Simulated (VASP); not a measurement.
Set up this calculation in VASP 6.6.1, as the native input.

```yaml
Task: single point
Functional: BLYP
Dispersion: D3(BJ)
Potentials_or_basis: VASP PAW PBE potentials, release 64 (Ta_pv, N)
Cutoff: 600 eV
k_mesh: 10 × 10 × 6
Occupations: tetrahedron
Spin: non-collinear spin, zero start, spin-orbit coupling
Starting_moments: "[[0.0, 0.0, 0.0], [0.0, 0.0, 0.0], [0.0, 0.0, 0.0]] μB"
Dipole_correction: no
Further_INCAR_settings: ALGO = Normal; EDIFF = 1e-06; NBANDS = 40
```

The structure of Ta2N lies in POSCAR:

```
Ta2N
1.0
    3.1128615100      0.0000000000      0.0000000000
   -1.5564307550      2.6958171461      0.0000000000
    0.0000000000      0.0000000000      4.8698410000
Ta N
2 1
Direct
    0.3333333333      0.6666666667      0.2547110000
    0.6666666667      0.3333333333      0.7452890000
    0.0000000000      0.0000000000      0.0000000000
```

The input as run:

INCAR

```
  PREC = Accurate
  ENCUT = 600
  EDIFF = 1E-6
  ISMEAR = -5
  SIGMA = 0.05
  LREAL = F
  LASPH = T
  NELM = 200
  ALGO = Normal
  ISIF = 2
  LWAVE = F
  LCHARG = T
  MAGMOM = 0 0 0 0 0 0 0 0 0
  LORBIT = 11
  LSORBIT = T
  GGA_COMPAT = F
  LORBMOM = T
  LMAXMIX = 4
  GGA = B5
  ALDAX = 1.0
  AGGAX = 1.0
  AGGAC = 1.0
  ALDAC = 0.0
  IVDW = 12
  VDW_S6 = 1.0
  VDW_S8 = 2.6996
  VDW_A1 = 0.4298
  VDW_A2 = 4.2359
  LVHAR = T
  NBANDS = 40
```

KPOINTS

```
Automatic mesh
0
Gamma
  10 10 6
```

Potentials or basis: VASP PAW PBE potentials, release 64 (Ta_pv, N).

Launch:

```sh
$ cat potpaw_PBE.64/Ta_pv/POTCAR potpaw_PBE.64/N/POTCAR > POTCAR
$ mpirun -np 1 vasp_ncl > vasp.out
```

It gave:

The pressure is -5.4 GPa. The largest force is 0.467 eV/Å. The net moment is 0.00 μB per cell. The valence electrons inside the program's atomic spheres are Ta 8.91; N 3.77 and the dispersion energy per atom is -1.230 eV.

Caveat: the cell stands under tension; the dispersion term is far too large for a dense solid, which distorts pressure and volume; the PAW data sets were made with another functional, which shifts forces and pressure a little.

It took 2.8 min on 1 thread of Intel(R) Xeon(R) 6975P-C (Granite Rapids) (shared host), peak memory 0.44 GiB.
